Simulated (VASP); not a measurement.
AlNi:

```
CELL_PARAMETERS angstrom
2.88100 0.00000 0.00000
0.00000 2.88100 0.00000
0.00000 0.00000 2.88100
ATOMIC_POSITIONS crystal
Al 0.00000 0.00000 0.00000
Ni 0.50000 0.50000 0.50000
```

```yaml
Program: VASP 6.6.1
Task: relaxation of cell and atoms
Functional: LDA
Potentials_or_basis: VASP PAW LDA potentials, release 64 (Al, Ni)
Cutoff: 600 eV
k_mesh: 16 × 16 × 16
Occupations: fermi-dirac, width 0.05 eV
Spin: no spin polarisation
```

At the start: pressure -8.3 GPa; volume 11.96 Å³/atom.

How do energy, volume and symmetry change on relaxing?

Over 6 steps the energy falls by 15.5 meV/atom and the volume is 11.38 Å³/atom (-4.8 %); space group Pm-3m (No. 221, to 0.05 Å).

The path:
| step | energy change (eV) | largest force (eV/Å) | pressure (GPa) | volume (Å³) |
| --- | --- | --- | --- | --- |
| 1 | 0.0000 | 0.0000 | -8.27 | 23.91 |
| 2 | -0.0080 | 0.0000 | 8.32 | 21.84 |
| 3 | -0.0311 | 0.0000 | -0.07 | 22.77 |
| 4 | -0.0311 | 0.0000 | 0.11 | 22.74 |
| 5 | -0.0311 | 0.0000 | -0.05 | 22.77 |
| 6 | -0.0311 | 0.0000 | -0.01 | 22.76 |

Final structure:
```
CELL_PARAMETERS angstrom
2.83388 0.00000 0.00000
0.00000 2.83388 0.00000
0.00000 0.00000 2.83388
ATOMIC_POSITIONS crystal
Al 0.00000 0.00000 0.00000
Ni 0.50000 0.50000 0.50000
```
